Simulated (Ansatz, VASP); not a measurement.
## Two plane-wave programs on Al2O3

```
Al O
1.0
     2.92450    0.00000    0.00000
    -1.46225    2.53269    0.00000
     0.00000    0.00000    6.85850
Al O
2 3
Direct
  0.00000 0.00000 0.19074
  0.00000 0.00000 0.80926
  0.33333 0.66667 0.28409
  0.66667 0.33333 0.00000
  0.33333 0.66667 0.71591
```

Alike in both runs: task single point; functional PBE; dispersion D3(BJ); k mesh 9 × 9 × 4; occupations gaussian, width 0.05 eV; no spin polarisation.

```csv
,VASP,Ansatz
version,VASP 6.6.1,Ansatz 0.2.0
potentials or method,"VASP PAW PBE potentials, release 64 (Al, O), cutoff 520 eV","scalar-relativistic, plane waves, PAW"
valence electrons in the cell,24,24
```

Ansatz gave:

```
gap on the k mesh at the Fermi level (eV)                     : 3.82
least direct gap on the mesh (eV)                             : 3.91
pressure (GPa)                                                : -0.3
traceless stress, the component that is largest in VASP (GPa) : 16.30
rms of the force components (eV/Å)                            : 0.451
```

Q: Estimate VASP's values.

A: gap on the k mesh at the Fermi level (eV): 3.80; least direct gap on the mesh (eV): 3.89; pressure (GPa): -0.3; traceless stress, the component that is largest in VASP (GPa): 16.05; rms of the force components (eV/Å): 0.460.

Atom by atom the forces differ by 0.015 eV/Å (rms over components).
